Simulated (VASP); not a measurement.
# Cs (Im-3m) in VASP: a series of runs

Runs on Cs. Level: PBE. Tasks: single point, relaxation of cell and atoms.

All numbers are computed with VASP 6.6.1; they aren't measurements. Logs are shortened: lines on timing, memory, paths and dates and some standing lists are left out, and cuts for length are marked.

## (1) The cell of the first run

Symmetry: Im-3m, No. 229, cubic system. Conventional cell: a = 6.154 Å, b = 6.154 Å, c = 6.154 Å, α = 90.00°, β = 90.00°, γ = 90.00°.

## (2) Single point, PBE

Input file INCAR:

```
PREC = Accurate
ENCUT = 520
EDIFF = 1E-7
ISMEAR = 0
SIGMA = 0.05
LREAL = False
LASPH = True
NELM = 100
ALGO = Normal
ISIF = 2
LWAVE = False
LCHARG = True
GGA = PE
LELF = True
LVHAR = True
NBANDS = 10
```

Input file KPOINTS:

```
Automatic mesh
0
Gamma
  11 11 11
```

Input file POSCAR:

```
Cs
1.0
   -3.0768892696      3.0768892696      3.0768892696
    3.0768892696     -3.0768892696      3.0768892696
    3.0768892696      3.0768892696     -3.0768892696
Cs
1
Direct
    0.0000000000      0.0000000000      0.0000000000
```

Potentials or basis: VASP PAW PBE potentials, release 64 (Cs_sv).

On the command line:

```console
cat potpaw_PBE.64/Cs_sv/POTCAR > POTCAR
mpirun -np 1 vasp_std > vasp.out
```

OUTCAR:

```text
PREC = Accurate
   ENCUT = 520
   EDIFF = 1E-7
   ISMEAR = 0
   LREAL = False
   LASPH = True
   NELM = 100
   ISIF = 2
   GGA = PE

 ion  position               nearest neighbor table
   1  0.000  0.000  0.000-

  LATTYP: Found a body centered cubic cell.
 ALAT       =     6.1537785392

  Lattice vectors:

 A1 = (  -3.0768892696,   3.0768892696,   3.0768892696)
 A2 = (   3.0768892696,  -3.0768892696,   3.0768892696)
 A3 = (   3.0768892696,   3.0768892696,  -3.0768892696)

Analysis of symmetry for initial positions (statically):
=====================================================================
 Subroutine PRICEL returns:
 Original cell was already a primitive cell.

 Routine SETGRP: Setting up the symmetry group for a
 body centered cubic supercell.

 Subroutine GETGRP returns: Found 48 space group operations
 (whereof 48 operations were pure point group operations)
 out of a pool of 48 trial point group operations.

The static configuration has the point symmetry O_h .

Analysis of symmetry for dynamics (positions and initial velocities):
=====================================================================
 Subroutine PRICEL returns:
 Original cell was already a primitive cell.

 Routine SETGRP: Setting up the symmetry group for a
 body centered cubic supercell.

 Subroutine GETGRP returns: Found 48 space group operations
 (whereof 48 operations were pure point group operations)
 out of a pool of 48 trial point group operations.

The dynamic configuration has the point symmetry O_h .

 Subroutine INISYM returns: Found 48 space group operations
 (whereof 48 operations are pure point group operations),
 and found     1 'primitive' translations

----------------------------------------------------------------------------------------

                                     Primitive cell

  volume of cell :     116.5187

  direct lattice vectors                    reciprocal lattice vectors
    -3.076889270  3.076889270  3.076889270     0.000000000  0.162501785  0.162501785
     3.076889270 -3.076889270  3.076889270     0.162501785  0.000000000  0.162501785
     3.076889270  3.076889270 -3.076889270     0.162501785  0.162501785  0.000000000

  length of vectors
     5.329328544  5.329328544  5.329328544     0.229812229  0.229812229  0.229812229

  position of ions in fractional coordinates (direct lattice)
     0.000000000  0.000000000  0.000000000

  ion indices of the primitive-cell ions
   primitive index   ion index
                 1           1

----------------------------------------------------------------------------------------

 KPOINTS: Automatic mesh

Automatic generation of k-mesh.
 Grid dimensions read from file:
 generate k-points for:   11   11   11

 Generating k-lattice:

  Cartesian coordinates                     Fractional coordinates (reciprocal lattice)
     0.000000000  0.014772890  0.014772890     0.090909091  0.000000000  0.000000000
     0.014772890  0.000000000  0.014772890     0.000000000  0.090909091  0.000000000
     0.014772890  0.014772890  0.000000000     0.000000000  0.000000000  0.090909091

  Length of vectors
     0.020892021  0.020892021  0.020892021

  Shift w.r.t. Gamma in fractional coordinates (k-lattice)
     0.000000000  0.000000000  0.000000000

 Subroutine IBZKPT returns following result:
 ===========================================

 Found     56 irreducible k-points:

 Following reciprocal coordinates:
            Coordinates               Weight
  0.000000  0.000000  0.000000      1.000000
  0.090909  0.000000  0.000000     12.000000
  0.181818  0.000000  0.000000     12.000000
  0.272727  0.000000  0.000000     12.000000
  0.363636  0.000000  0.000000     12.000000
  0.454545  0.000000  0.000000     12.000000
[... 16 lines left out ...]
  0.272727  0.181818  0.090909     48.000000
  0.363636  0.181818  0.090909     24.000000
 [... further k-points ...]
   k-points           NKPTS =     56   k-points in BZ     NKDIM =     56   number of bands    NBANDS=     10
   number of dos      NEDOS =    301   number of ions     NIONS =      1
   total plane-waves  NPLWV =  64000
   dimension x,y,z NGX =    40 NGY =   40 NGZ =   40
   dimension x,y,z NGXF=    80 NGYF=   80 NGZF=   80
   ions per type =               1
   NGX,Y,Z   is equivalent  to a cutoff of  12.48, 12.48, 12.48 a.u.
   NGXF,Y,Z  is equivalent  to a cutoff of  24.96, 24.96, 24.96 a.u.
 SYSTEM =  unknown system
   PREC   = accura    normal or accurate (medium, high low for compatibility)
   ISTART =      0    job   : 0-new  1-cont  2-samecut
   ICHARG =      2    charge: 1-file 2-atom 10-const
   ISPIN  =      1    spin polarized calculation?
   LNONCOLLINEAR =      F non collinear calculations
   LSORBIT =      F    spin-orbit coupling
   LASPH  =      T    aspherical Exc in radial PAW
   ENCUT  =  520.0 eV  38.22 Ry    6.18 a.u.   9.91  9.91  9.91*2*pi/ulx,y,z
   NELM   =    100;   NELMIN=  2; NELMDL= -5     # of ELM steps
   EDIFF  = 0.1E-06   stopping-criterion for ELM
   LREAL  =      F    real-space projection
   EDIFFG = 0.1E-05   stopping-criterion for IOM
   NSW    =      0    number of steps for IOM
   IBRION =     -1    ionic relax: 0-MD 1-quasi-New 2-CG
   NFREE  =      0    steps in history (QN), initial steepest desc. (CG)
   ISIF   =      2    stress and relaxation
   ISYM   =      2    0-nonsym 1-usesym 2-fastsym
   POTIM  = 0.5000    time-step for ionic-motion
   TEBEG  =    0.0;   TEEND  =   0.0 temperature during run
   PSTRESS=    0.0 pullay stress
   NELECT =       9.0000    total number of electrons
   NUPDOWN=      -1.0000    fix difference up-down
   EMIN   =  10.00;   EMAX   =-10.00  energy-range for DOS
   EFERMI =   0.00;   METHOD = LEGACY
   ISMEAR =     0;   SIGMA  =   0.05  broadening in eV -4-tet -1-fermi 0-gaus
   EFERMI_NEDOS =   21; number of points for ismear=-14 and -15
   IALGO  =     38    algorithm
   IMIX   =      4    mixing-type and parameters
     AMIX     =   0.40;   BMIX     =  1.00
     AMIX_MAG =   1.60;   BMIX_MAG =  1.00
  volume/ion in A,a.u.               =     116.52       786.31
  Fermi-wavevector in a.u.,A,eV,Ry     =   0.697200  1.317516  6.613619  0.486087
  Thomas-Fermi vector in A             =   1.780461
   LORBIT       =      0    0 simple, 1 ext, 2 COOP (PROOUT), +10 PAW based schemes
   GGA     = PE    functional components
   LHFCALC =     F    Hartree Fock is set to
   AEXX    =    0.0000 exact exchange contribution
   IVDW    =     0    specifies the selected vdW correction
   LEPSILON=     F    determine dielectric tensor
   LRPA    =     F    only Hartree local field effects (RPA)
 non-spin polarized calculation
 Gauss-broadening in eV      SIGMA  =   0.05
  energy-cutoff  :      520.00
  volume of cell :      116.52
 maximum number of plane-waves:      3188
   NGX = 19   NGY = 19   NGZ = 19

 number of electron       9.0000002 magnetization

 Free energy of the ion-electron system (eV)
  ---------------------------------------------------
  ext. energy  EPLUGINS =         0.00000000
  ---------------------------------------------------
  free energy    TOTEN  =        -0.85275299 eV

  energy without entropy =       -0.85108209  energy(sigma->0) =       -0.85191754

 E-fermi :   0.4299     XC(G=0):  -5.3746

 val. band max:        0.4192631275   @ k =  -0.3636   0.4545   0.0909
 cond. band min:       0.4741848929   @ k =  -0.4545   0.4545   0.0909
 fundamental gap:      0.0549217654
 Fermi energy:         0.4298724212

 k-point     1 :       0.0000    0.0000    0.0000
  band No.  band energies     occupation
      1     -23.4450      2.00000
      2     -10.1900      2.00000
      3     -10.1900      2.00000
      4     -10.1900      2.00000
      5      -1.2439      2.00000
      6       2.9058      0.00000
      7       2.9058      0.00000
      8       2.9058      0.00000
      9       3.7534      0.00000
     10       3.7534      0.00000

 k-point     2 :       0.0909    0.0000    0.0000
  band No.  band energies     occupation
      1     -23.4445      2.00000
      2     -10.2007      2.00000
      3     -10.1935      2.00000
      4     -10.1900      2.00000
      5      -1.1536      2.00000
      6       2.8071      0.00000
      7       2.8197      0.00000
      8       2.9960      0.00000
      9       3.6047      0.00000
     10       3.7366      0.00000

 k-point     3 :       0.1818    0.0000    0.0000
  band No.  band energies     occupation
      1     -23.4432      2.00000
      2     -10.2293      2.00000
      3     -10.2028      2.00000
      4     -10.1900      2.00000
      5      -0.8931      2.00000
      6       2.4844      0.00000
      7       2.5845      0.00000
      8       3.2631      0.00000
      9       3.5371      0.00000
     10       3.7229      0.00000

 k-point     4 :       0.2727    0.0000    0.0000
  band No.  band energies     occupation
      1     -23.4415      2.00000
      2     -10.2660      2.00000
      3     -10.2150      2.00000
      4     -10.1900      2.00000
      5      -0.4948      2.00000
      6       2.0404      0.00000
      7       2.3514      0.00000
      8       3.6317      0.00000
      9       3.6968      0.00000
     10       3.7731      0.00000
[... 222 lines left out ...]
 k-point    22 :       0.1818    0.1818    0.0909
  band No.  band energies     occupation
      1     -23.4398      2.00000
      2     -10.2910      2.00000
      3     -10.2226      2.00000
      4     -10.2066      2.00000
      5       0.0940      2.00000
      6       1.7447      0.00000
      7       1.8818      0.00000
      8       3.8592      0.00000
      9       4.0058      0.00000
     10       4.1332      0.00000

 k-point    23 :       0.2727    0.1818    0.0909
  band No.  band energies     occupation
      1     -23.4389      2.00000
      2     -10.2970      2.00000
      3     -10.2400      2.00000
      4     -10.2096      2.00000
      5       0.5785      0.00003
      6       1.4901      0.00000
      7       1.7503      0.00000
      8       3.6816      0.00000
      9       4.0286      0.00000
     10       4.2513      0.00000

 k-point    24 :       0.3636    0.1818    0.0909
  band No.  band energies     occupation
      1     -23.4385      2.00000
      2     -10.2971      2.00000
      3     -10.2490      2.00000
      4     -10.2104      2.00000
      5       0.8998      0.00000
      6       1.2878      0.00000
      7       1.7056      0.00000
      8       3.4691      0.00000
      9       4.1693      0.00000
     10       4.2162      0.00000

 [... further k-points ...]
[... 5 lines left out ...]
  --------------------------------------------------------------------------------------
  -------------------------------------------------------------------------------------
  Total       -0.0015285     -0.0015285     -0.0015285     -0.0000000     -0.0000000      0.0000000
  in kB       -0.0210179     -0.0210179     -0.0210179     -0.0000000     -0.0000000      0.0000000
  external PRESSURE =      -0.0210179 kB  Pullay stress =       0.0000000 kB

 VOLUME and BASIS-vectors are now :
 -----------------------------------------------------------------------------
  energy-cutoff  :      520.00
  volume of cell :      116.52
      direct lattice vectors                 reciprocal lattice vectors
    -3.076889270  3.076889270  3.076889270     0.000000000  0.162501785  0.162501785
     3.076889270 -3.076889270  3.076889270     0.162501785  0.000000000  0.162501785
     3.076889270  3.076889270 -3.076889270     0.162501785  0.162501785  0.000000000

 POSITION                                       TOTAL-FORCE (eV/Angst)
 -----------------------------------------------------------------------------------
      0.00000      0.00000      0.00000         0.000000      0.000000      0.000000
 -----------------------------------------------------------------------------------
    total drift:                               -0.000000      0.000000     -0.000000

  FREE ENERGIE OF THE ION-ELECTRON SYSTEM (eV)
  ---------------------------------------------------
  free  energy   TOTEN  =        -0.8527529924 eV

  energy  without entropy=       -0.8510820883  energy(sigma->0) =       -0.85191754
```

It took 19 s on 1 thread of Intel Xeon 6975P-C (Granite Rapids), shared host; peak memory 0.26 GiB.

Results:

- Free energy: -0.8528 eV
- Pressure: 0.0 GPa

Caveat: spin-orbit coupling is left out, which moves the levels of the heavy elements.

## (3) Relaxation of cell and atoms, PBE

This run uses another cell than the first one, of 111.66 Å³/atom, 0.958 times its volume.

Input file INCAR:

```
SYSTEM = Cs
  PREC = Accurate
  ENCUT = 600
  EDIFF = 1E-7
  ISMEAR = 0
  SIGMA = 0.05
  LREAL = .False.
  LASPH = .True.
  NELM = 60
  ALGO = Normal
  ISIF = 3
  LWAVE = .False.
  LCHARG = .False.
  GGA = PE
  IBRION = 2
  NSW = 80
  EDIFFG = -0.03
```

Input file KPOINTS:

```
regular mesh
0
Gamma
  11 11 11
  0 0 0
```

Input file POSCAR:

```
Cs
1.0
   -3.0335000000      3.0335000000      3.0335000000
    3.0335000000     -3.0335000000      3.0335000000
    3.0335000000      3.0335000000     -3.0335000000
Cs
1
Direct
    0.0000000000      0.0000000000      0.0000000000
```

Potentials or basis: VASP PAW PBE potentials, release 64 (Cs_sv).

On the command line:

```console
cat potpaw_PBE.64/Cs_sv/POTCAR > POTCAR
mpirun -np 1 vasp_std > vasp.out
```

OUTCAR:

```text
SYSTEM = Cs
   PREC = Accurate
   ENCUT = 600
   EDIFF = 1E-7
   ISMEAR = 0
   LREAL = .False.
   LASPH = .True.
   NELM = 60
   ISIF = 3
   GGA = PE
   IBRION = 2
   NSW = 80
   EDIFFG = -0.03

 ion  position               nearest neighbor table
   1  0.000  0.000  0.000-

  LATTYP: Found a body centered cubic cell.
 ALAT       =     6.0670000000

  Lattice vectors:

 A1 = (  -3.0335000000,   3.0335000000,   3.0335000000)
 A2 = (   3.0335000000,  -3.0335000000,   3.0335000000)
 A3 = (   3.0335000000,   3.0335000000,  -3.0335000000)

Analysis of symmetry for initial positions (statically):
=====================================================================
 Subroutine PRICEL returns:
 Original cell was already a primitive cell.

 Routine SETGRP: Setting up the symmetry group for a
 body centered cubic supercell.

 Subroutine GETGRP returns: Found 48 space group operations
 (whereof 48 operations were pure point group operations)
 out of a pool of 48 trial point group operations.

[... 167 lines left out ...]
  Direction    XX          YY          ZZ          XY          YZ          ZX
  --------------------------------------------------------------------------------------
  -------------------------------------------------------------------------------------
  Total        0.0646751      0.0646751      0.0646751      0.0000000      0.0000000      0.0000000
  in kB        0.9280169      0.9280169      0.9280169      0.0000000      0.0000000      0.0000000
  external PRESSURE =       0.9280169 kB  Pullay stress =       0.0000000 kB
[... 57 lines left out ...]
--------------------------------------- Ionic step        3  -------------------------------------------

 number of electron       9.0000002 magnetization

 Free energy of the ion-electron system (eV)
  ---------------------------------------------------
  ext. energy  EPLUGINS =         0.00000000
  ---------------------------------------------------
  free energy    TOTEN  =        -0.85264490 eV

  energy without entropy =       -0.85096260  energy(sigma->0) =       -0.85180375

 E-fermi :   0.4431     XC(G=0):  -5.3882

 val. band max:        0.4326888209   @ k =  -0.3636   0.4545   0.0909
 cond. band min:       0.4863436206   @ k =  -0.4545   0.4545   0.0909
 fundamental gap:      0.0536547997
 Fermi energy:         0.4431010209

 k-point     1 :       0.0000    0.0000    0.0000
  band No.  band energies     occupation
      1     -23.4289      2.00000
      2     -10.1729      2.00000
      3     -10.1729      2.00000
      4     -10.1729      2.00000
      5      -1.2361      2.00000
      6       2.9225      0.00000
      7       2.9225      0.00000
      8       2.9225      0.00000
[... 243 lines left out ...]
 k-point    24 :       0.3636    0.1818    0.0909
  band No.  band energies     occupation
      1     -23.4222      2.00000
      2     -10.2820      2.00000
      3     -10.2330      2.00000
      4     -10.1937      2.00000
      5       0.9131      0.00000
      6       1.3047      0.00000
      7       1.7190      0.00000
      8       3.4967      0.00000

 [... further k-points ...]
[... 5 lines left out ...]
  --------------------------------------------------------------------------------------
  -------------------------------------------------------------------------------------
  Total        0.0084120      0.0084120      0.0084120      0.0000000      0.0000000      0.0000000
  in kB        0.1162938      0.1162938      0.1162938      0.0000000      0.0000000      0.0000000
  external PRESSURE =       0.1162938 kB  Pullay stress =       0.0000000 kB
[... 16 lines left out ...]
  FREE ENERGIE OF THE ION-ELECTRON SYSTEM (eV)
  ---------------------------------------------------
  free  energy   TOTEN  =        -0.8526449014 eV

  energy  without entropy=       -0.8509625961  energy(sigma->0) =       -0.85180375

 reached required accuracy - stopping structural energy minimisation
```

OSZICAR:

```text
N       E                     dE             d eps       ncg     rms          rms(c)
DAV:   1     0.579960788838E+02    0.57996E+02   -0.31909E+03   896   0.877E+02
DAV:   2     0.407524007127E+01   -0.53921E+02   -0.53207E+02  1272   0.126E+02
DAV:   3    -0.789196367397E+00   -0.48644E+01   -0.48642E+01   904   0.476E+01
[... 24 lines left out ...]
DAV:   5    -0.852642324026E+00    0.11886E-04   -0.43022E-05  1136   0.466E-02    0.721E-03
DAV:   6    -0.852644993208E+00   -0.26692E-05   -0.20866E-06  1232   0.131E-02    0.725E-04
DAV:   7    -0.852645121837E+00   -0.12863E-06   -0.12871E-07  1088   0.264E-03    0.120E-03
DAV:   8    -0.852644870221E+00    0.25162E-06   -0.28293E-08   648   0.139E-03    0.121E-04
DAV:   9    -0.852644901375E+00   -0.31155E-07   -0.23516E-09   608   0.408E-04
   3 F= -.85264490E+00 E0= -.85180375E+00  d E =-.135424E-02
```

CONTCAR:

```text
Cs
   1.00000000000000
    -3.0713592890318511    3.0713592890318511    3.0713592890318511
     3.0713592890318511   -3.0713592890318511    3.0713592890318511
     3.0713592890318511    3.0713592890318511   -3.0713592890318511
  Cs
     1
Direct
     0.0000000000000000    0.0000000000000000    0.0000000000000000

  0.00000000E+00  0.00000000E+00  0.00000000E+00
```

Run time: 51 s. Hardware: 1 thread of Intel Xeon 6975P-C (Granite Rapids), shared host; peak memory 0.3 GiB.

Results:

```
Free energy                            : -0.8526 eV
Relaxed volume                         : 115.89 Å³/atom
Relaxed cell                           : a = 5.320 Å, b = 5.320 Å, c = 5.320 Å, α = 109.47°, β = 109.47°, γ = 109.47°
Space group after relaxing (to 0.05 Å) : Im-3m (No. 229)
Energy gained by relaxing              : 1.4 meV/atom
Ionic steps                            : 3
Pressure after relaxing                : 0.0 GPa
```

Step by step:
```
step  energy change (eV)  largest force (eV/Å)  pressure (GPa)  volume (Å³)
   1              0.0000                0.0000            0.09       111.66
   2             -0.0005                0.0000            0.07       112.71
   3             -0.0014                0.0000            0.01       115.89
```

Final structure:
```
Cs
1.0
    -3.07136    3.07136    3.07136
     3.07136   -3.07136    3.07136
     3.07136    3.07136   -3.07136
Cs
1
Direct
  0.00000 0.00000 0.00000
```

Levels at points of the mesh, in eV from the Fermi level:
```csv
k point,band 1,band 2,band 3,band 4,band 5,band 6,band 7,band 8
"(0.00, 0.00, 0.00)",-23.87,-10.62,-10.62,-10.62,-1.68,2.48,2.48,2.48
```

Caveat: spin-orbit coupling is left out, which moves the levels of the heavy elements. Zero-point motion and thermal expansion aren't in these numbers.
